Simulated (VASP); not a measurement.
# SnO2 in VASP: a series of runs, part 2 of 2

VASP 6.6.1.

## 5. Single point, LDA (mode 4 frozen in at -0.120 Å and mode 5 at -0.168 Å (largest displacements))

The input, INCAR:

```
  ALGO = Normal
  EDIFF = 1E-6
  ENCUT = 520
  ISIF = 2
  ISMEAR = 0
  LASPH = True
  LCHARG = True
  LELF = True
  LREAL = False
  LVHAR = True
  LWAVE = False
  NBANDS = 35
  NELM = 60
  PREC = Accurate
  SIGMA = 0.05
```

The input, KPOINTS:

```
k-points
0
Gamma
  6 6 8
```

The input, POSCAR:

```
SnO2
1.0
    4.7207174017      0.0000000000      0.0000000000
    0.0000000000      4.7207174017      0.0000000000
    0.0000000000      0.0000000000      3.1887553105
Sn O
2 4
Direct
    0.0000000000      0.0000000000     -0.0526851337
    0.5000000000      0.5000000000      0.5526851337
    0.2881919057      0.3240211935      0.0306530775
    0.2118080943      0.8240211935      0.4693469225
    0.7118080943      0.6759788065      0.0306530775
    0.7881919057      0.1759788065      0.4693469225
```

Potentials or basis: VASP PAW LDA potentials, release 64 (Sn_d, O).

Launch:

```console
> cat potpaw_LDA.64/Sn_d/POTCAR potpaw_LDA.64/O/POTCAR > POTCAR
> mpirun -np 1 vasp_std > vasp.out
```

OUTCAR:

```text
EDIFF = 1E-6
   ENCUT = 520
   ISIF = 2
   ISMEAR = 0
   LASPH = True
   LREAL = False
   NELM = 60
   PREC = Accurate

 ion  position               nearest neighbor table
   1  0.000  0.000  0.947-   4 2.00   6 2.00   5 2.06   3 2.06   4 2.11   6 2.11   2 3.57   2 3.57
                             2 3.57   2 3.57
   2  0.500  0.500  0.553-   3 2.00   5 2.00   4 2.06   6 2.06   3 2.11   5 2.11   1 3.57   1 3.57
                             1 3.57   1 3.57
   3  0.288  0.324  0.031-   2 2.00   1 2.06   2 2.11
   4  0.212  0.824  0.469-   1 2.00   2 2.06   1 2.11
   5  0.712  0.676  0.031-   2 2.00   1 2.06   2 2.11
   6  0.788  0.176  0.469-   1 2.00   2 2.06   1 2.11

  LATTYP: Found a simple tetragonal cell.
 ALAT       =     4.7207174017
 C/A-ratio  =     0.6754810846

  Lattice vectors:

 A1 = (   4.7207174017,   0.0000000000,   0.0000000000)
 A2 = (   0.0000000000,   4.7207174017,   0.0000000000)
 A3 = (   0.0000000000,   0.0000000000,   3.1887553105)

Analysis of symmetry for initial positions (statically):
=====================================================================
 Subroutine PRICEL returns:
 Original cell was already a primitive cell.

 Routine SETGRP: Setting up the symmetry group for a
 simple tetragonal supercell.

 Subroutine GETGRP returns: Found  4 space group operations
 (whereof  2 operations were pure point group operations)
 out of a pool of 16 trial point group operations.

The static configuration has the point symmetry C_2 .
 The point group associated with its full space group is D_2 .

Analysis of symmetry for dynamics (positions and initial velocities):
=====================================================================
 Subroutine PRICEL returns:
 Original cell was already a primitive cell.

 Routine SETGRP: Setting up the symmetry group for a
 simple tetragonal supercell.

 Subroutine GETGRP returns: Found  4 space group operations
 (whereof  2 operations were pure point group operations)
 out of a pool of 16 trial point group operations.

[... 125 lines left out ...]
   EFERMI_NEDOS =   21; number of points for ismear=-14 and -15
   IALGO  =     38    algorithm
   IMIX   =      4    mixing-type and parameters
     AMIX     =   0.40;   BMIX     =  1.00
     AMIX_MAG =   1.60;   BMIX_MAG =  1.00
  volume/ion in A,a.u.               =      11.84        79.92
  Fermi-wavevector in a.u.,A,eV,Ry     =   1.475243  2.787805 29.610927  2.176342
  Thomas-Fermi vector in A             =   2.589916
   LORBIT       =      0    0 simple, 1 ext, 2 COOP (PROOUT), +10 PAW based schemes
   GGA     = CA    functional components
   LHFCALC =     F    Hartree Fock is set to
   AEXX    =    0.0000 exact exchange contribution
   IVDW    =     0    specifies the selected vdW correction
   LEPSILON=     F    determine dielectric tensor
   LRPA    =     F    only Hartree local field effects (RPA)
 non-spin polarized calculation
 Gauss-broadening in eV      SIGMA  =   0.05
  energy-cutoff  :      520.00
  volume of cell :       71.06
 maximum number of plane-waves:      1934
   NGX = 17   NGY = 17   NGZ = 11

 number of electron      51.9999989 magnetization

 Free energy of the ion-electron system (eV)
  ---------------------------------------------------
  ext. energy  EPLUGINS =         0.00000000
  ---------------------------------------------------
  free energy    TOTEN  =       -41.96935155 eV

  energy without entropy =      -41.96935155  energy(sigma->0) =      -41.96935155

 E-fermi :   6.1534     XC(G=0): -11.8502

 val. band max:        5.9040943935   @ k =   0.0000   0.0000   0.0000
 cond. band min:       7.0575413269   @ k =   0.0000   0.0000   0.0000
 fundamental gap:      1.1534469335
 Fermi energy:         6.1533668535

 k-point     1 :       0.0000    0.0000    0.0000
  band No.  band energies     occupation
      1     -15.0319      2.00000
      2     -14.3138      2.00000
      3     -14.0454      2.00000
      4     -14.0392      2.00000
      5     -14.0331      2.00000
      6     -13.9000      2.00000
[... 901 lines left out ...]
     34      17.9261      0.00000
     35      18.1010      0.00000

 [... further k-points ...]
[... 5 lines left out ...]
  --------------------------------------------------------------------------------------
  -------------------------------------------------------------------------------------
  Total        0.2907947      0.6603008      0.2472740      0.0000000      0.0000000      0.0000000
  in kB        6.5563154     14.8872744      5.5750890      0.0000000      0.0000000      0.0000000
  external PRESSURE =       9.0062262 kB  Pullay stress =       0.0000000 kB

 VOLUME and BASIS-vectors are now :
 -----------------------------------------------------------------------------
  energy-cutoff  :      520.00
  volume of cell :       71.06
      direct lattice vectors                 reciprocal lattice vectors
     4.720717402  0.000000000  0.000000000     0.211832210  0.000000000  0.000000000
     0.000000000  4.720717402  0.000000000     0.000000000  0.211832210  0.000000000
     0.000000000  0.000000000  3.188755310     0.000000000  0.000000000  0.313601987

 POSITION                                       TOTAL-FORCE (eV/Angst)
 -----------------------------------------------------------------------------------
      0.00000      0.00000      3.02076         0.000000      0.000000      1.640906
      2.36036      2.36036      1.76238         0.000000      0.000000     -1.640906
      1.36047      1.52961      0.09775        -0.149585     -0.250408     -0.100916
      0.99989      3.88997      1.49663         0.149585     -0.250408      0.100916
      3.36024      3.19110      0.09775         0.149585      0.250408     -0.100916
      3.72083      0.83075      1.49663        -0.149585      0.250408      0.100916
 -----------------------------------------------------------------------------------
    total drift:                               -0.000000      0.000000      0.000000

  FREE ENERGIE OF THE ION-ELECTRON SYSTEM (eV)
  ---------------------------------------------------
  free  energy   TOTEN  =       -41.9693515498 eV

  energy  without entropy=      -41.9693515498  energy(sigma->0) =      -41.96935155
```

OSZICAR:

```text
N       E                     dE             d eps       ncg     rms          rms(c)
DAV:   1     0.634529296076E+03    0.63453E+03   -0.25362E+04  6134   0.236E+03
DAV:   2     0.545099346409E+02   -0.58002E+03   -0.54649E+03  5976   0.614E+02
DAV:   3    -0.429962624586E+02   -0.97506E+02   -0.95817E+02  6138   0.210E+02
DAV:   4    -0.480497315261E+02   -0.50535E+01   -0.50149E+01  7097   0.517E+01
DAV:   5    -0.481792620813E+02   -0.12953E+00   -0.12934E+00  6939   0.876E+00    0.158E+01
DAV:   6    -0.420410366981E+02    0.61382E+01   -0.16987E+01  9178   0.659E+01    0.641E+00
DAV:   7    -0.420660334883E+02   -0.24997E-01   -0.20123E+00  6359   0.805E+00    0.319E+00
DAV:   8    -0.419844268830E+02    0.81607E-01   -0.22685E-01  8712   0.431E+00    0.737E-01
DAV:   9    -0.419692246644E+02    0.15202E-01   -0.34000E-02  9249   0.310E+00    0.131E-01
DAV:  10    -0.419693397533E+02   -0.11509E-03   -0.35106E-03  7471   0.506E-01    0.526E-02
DAV:  11    -0.419693512052E+02   -0.11452E-04   -0.16142E-04  9107   0.155E-01    0.230E-02
DAV:  12    -0.419693542508E+02   -0.30455E-05   -0.16668E-05  6573   0.282E-02    0.148E-02
DAV:  13    -0.419693514906E+02    0.27602E-05   -0.10480E-05  7270   0.470E-02    0.104E-03
DAV:  14    -0.419693515498E+02   -0.59240E-07   -0.85975E-07  3421   0.873E-03
   1 F= -.41969352E+02 E0= -.41969352E+02  d E =-.157498E-14
```

Run time: 7.1 min. Hardware: 1 thread of AMD EPYC 7R13, shared host; peak memory 0.23 GiB.

Results:

- Free energy: -41.9694 eV
- Pressure: 0.9 GPa
- Largest force: 1.641 eV/Å
- Band gap on the k mesh: 1.15 eV, direct

Forces on the atoms (eV/Å):
```
Sn   0.000  0.000  1.641
Sn   0.000  0.000 -1.641
O   -0.150 -0.250 -0.101
O    0.150 -0.250  0.101
O    0.150  0.250 -0.101
O   -0.150  0.250  0.101
```

Stress tensor (GPa, compression positive):
```
0.66 0.00 0.00
0.00 1.49 0.00
0.00 0.00 0.56
```

Caveat: the cell differs from its parent crystal (mode 4 frozen in at -0.120 Å and mode 5 at -0.168 Å (largest displacements)); spin-orbit coupling is left out, which moves the levels of the heavy elements; forces of over 1 eV/Å act on the atoms, so gaps and moduli don't describe the material at rest.
